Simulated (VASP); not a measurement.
Write the native input for VASP 6.6.1 that does the following.

* Task: single point
* Functional: LDA
* Potentials or basis: VASP PAW LDA potentials, release 64 (Y_sv, I)
* Cutoff: 520 eV
* k mesh: 7 × 7 × 3
* Occupations: fermi-dirac, width 0.05 eV
* Spin: no spin polarisation
* Dipole correction: no
* Further INCAR settings: ALGO = Normal; EDIFF = 1e-06; NBANDS = 26

The structure of YI lies in POSCAR:

```
YI
1.0
    4.1082738914      0.0000000000      0.0000000000
   -2.0541369457      3.5578695556      0.0000000000
    0.0000000000      0.0000000000     11.5060227563
Y I
2 2
Direct
    0.6666666667      0.3333333333      0.6267270000
    0.3333333333      0.6666666667      0.3732730000
    0.3333333333      0.6666666667      0.8199750000
    0.6666666667      0.3333333333      0.1800250000
```

This cell differs from its parent crystal: volume scaled by 1.12.

These files were run (other wordings do the same):

INCAR

```
SYSTEM = YI
PREC = Accurate
ENCUT = 520
EDIFF = 1E-6
ISMEAR = -1
SIGMA = 0.05
LREAL = .False.
LASPH = .True.
NELM = 100
ALGO = Normal
ISIF = 2
LWAVE = .False.
LCHARG = .False.
NBANDS = 26
```

KPOINTS

```
Automatic mesh
0
Gamma
  7 7 3
  0 0 0
```

Potentials or basis: VASP PAW LDA potentials, release 64 (Y_sv, I).

Command:

```bash
$ cat potpaw_LDA.64/Y_sv/POTCAR potpaw_LDA.64/I/POTCAR > POTCAR
$ mpirun -np 1 vasp_std > vasp.out
```

It gave:

- Pressure: -5.6 GPa
- Largest force: 0.882 eV/Å
- Band gap on the k mesh: zero (band 18 reaches 2.89 eV, above the bottom of band 19 at 2.57 eV)

Caveat: spin-orbit coupling is left out, which moves the levels of the heavy elements.

It took 37 s on 1 thread of Intel(R) Xeon(R) 6975P-C (Granite Rapids), on a shared host, peak memory 0.28 GiB.
